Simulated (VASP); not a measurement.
Crystal: CsBr.

```
Cs Br
1.0
     4.38651    0.00000    0.00000
     0.00000    4.38651    0.00000
     0.00000    0.00000    4.38651
Cs Br
1 1
Direct
  0.00000 0.00000 0.00000
  0.50000 0.50000 0.50000
```

| Quantity | Value |
| --- | --- |
| Program | VASP 6.6.1 |
| Task | relaxation of cell and atoms |
| Functional | LDA |
| Potentials or basis | VASP PAW LDA potentials, release 64 (Cs_sv, Br) |
| Cutoff | 500 eV |
| k mesh | 6 × 6 × 6 |
| Occupations | fermi-dirac, width 0.02 eV |
| Spin | no spin polarisation |

At the start: pressure -2.3 GPa; volume 42.20 Å³/atom.

**Question.** Where does the relaxation end?

**Answer.** Over 17 steps the energy falls by 55.7 meV/atom and the volume is 35.69 Å³/atom (-15.4 %); space group Pm-3m (No. 221, to 0.1 Å) before and after.

Step by step:
| step | energy change (eV) | largest force (eV/Å) | pressure (GPa) | volume (Å³) |
| --- | --- | --- | --- | --- |
| 1 | 0.0000 | 0.0000 | -2.29 | 84.40 |
| 2 | -0.0841 | 0.0000 | -1.37 | 77.24 |
| 3 | -0.1110 | 0.0000 | -0.18 | 71.97 |
| 4 | -0.1113 | 0.0000 | 0.03 | 71.24 |
| 5 | -0.1113 | 0.0000 | -0.04 | 71.49 |
| 6 | -0.1113 | 0.0000 | -0.04 | 71.48 |
| 7 | -0.1113 | 0.0000 | -0.04 | 71.48 |
| 8 | -0.1113 | 0.0000 | -0.04 | 71.48 |
| 9 | -0.1113 | 0.0000 | -0.04 | 71.48 |
| 10 | -0.1113 | 0.0000 | -0.04 | 71.48 |
| 11 | -0.1113 | 0.0000 | -0.04 | 71.48 |
| 12 | -0.1113 | 0.0000 | -0.04 | 71.48 |
| 13 | -0.1113 | 0.0000 | -0.04 | 71.47 |
| 14 | -0.1113 | 0.0000 | -0.04 | 71.47 |
| 15 | -0.1113 | 0.0000 | -0.03 | 71.46 |
| 16 | -0.1113 | 0.0000 | -0.03 | 71.43 |
| 17 | -0.1113 | 0.0000 | -0.01 | 71.38 |

Final structure:
```
Cs Br
1.0
     4.14828    0.00000    0.00000
     0.00000    4.14828    0.00000
     0.00000    0.00000    4.14828
Cs Br
1 1
Direct
  0.00000 0.00000 0.00000
  0.50000 0.50000 0.50000
```

Caveat: the volume moved by over 15 % at a fixed basis, so the end points are rough.
